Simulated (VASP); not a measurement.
SnSe: electric field gradients with LDA

The system is SnSe.

```
Sn Se
1.0
     0.00000    3.07020    3.01000
     3.07020    0.00000    3.01000
     3.07020    3.07020    0.00000
Sn Se
1 1
Direct
  0.00000 0.00000 0.00000
  0.50000 0.50000 0.50000
```

This cell differs from its parent crystal: equal xx and yy strain of +2 %.

| Property | Result |
| --- | --- |
| Program | VASP 6.6.1 |
| Task | electric field gradients |
| Functional | LDA |
| Potentials or basis | VASP PAW LDA potentials, release 64 (Sn_d, Se) |
| Cutoff | 520 eV |
| k mesh | 9 × 9 × 9 |
| Occupations | fermi-dirac, width 0.02 eV |
| Spin | no spin polarisation |
| Dipole correction | no |
| Further INCAR settings | ALGO = Normal; EDIFF = 1e-08; NBANDS = 17 |

* Pressure: -4.8 GPa
* Band gap on the k mesh: 0.59 eV, indirect (least direct gap 0.62 eV)

Stress tensor (GPa, compression positive):
```
-5.42  0.00  0.00
 0.00 -5.42  0.00
 0.00  0.00 -3.53
```

Levels at points of the mesh, in eV from the valence-band top:
```
           k point  band 8  band 9  band 10  band 11  band 12  band 13
(0.00, 0.00, 0.00)   -2.05   -1.85    -1.85     4.06     4.06     4.51
```

Electric field gradients, principal values (V/Å²):
```tsv
atom	least	middle	greatest (by size)
1 Sn	13.990	13.991	-27.981
2 Se	1.371	1.371	-2.742
```

Wall time 53 s on 1 thread of Intel(R) Xeon(R) Platinum 8488C (Sapphire Rapids) (shared host), peak memory 0.2 GiB.

Caveat: the cell differs from its parent crystal (equal xx and yy strain of +2 %); without QUAD_EFG the Cq values of the log hold for a quadrupole moment of 1 mb, not for the nuclei; spin-orbit coupling is left out, which moves the levels of the heavy elements. A k mesh can miss the band edges.
